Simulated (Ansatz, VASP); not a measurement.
# Ti3O4: VASP beside Ansatz

```
Ti O
1.0
     2.90600   -4.06499    0.00001
     2.90582    4.06486    0.00001
     0.00001    0.00000    2.96132
Ti O
3 4
Direct
  0.98891 0.01107 0.50000
  0.52167 0.00599 0.99999
  0.99402 0.47830 0.00001
  0.77308 0.75835 0.00001
  0.24835 0.75163 0.50000
  0.24167 0.22695 0.00000
  0.73231 0.26770 0.50000
```

Change from the starting cell: atom 1 moved 0.30 Å; relaxed back.

Alike in both runs: functional PBEsol; k mesh 8 × 8 × 12; occupations gaussian, width 0.15 eV; no spin polarisation.

Ansatz relaxed the structure, and its values are those at the end. VASP's run is a single point on that final structure, the one shown.

|  | VASP | Ansatz |
| --- | --- | --- |
| version | VASP 6.6.1 | Ansatz 0.2.0 |
| potentials or method | VASP PAW PBE potentials, release 64 (Ti_sv, O), cutoff 520 eV | scalar-relativistic, plane waves, PAW |
| valence electrons in the cell | 60 | 60 |

```tsv
	VASP	Ansatz	Ansatz less VASP
gap on the k mesh at the Fermi level (eV)	none	none	-
pressure (GPa)	0.8	0.0	-0.77
rms of the force components (eV/Å)	0.016	0.001	-0.0149
```

VASP's potentials were made for PBE, not for PBEsol. A gap of «none» marks a metal or a gap that the smearing closes.
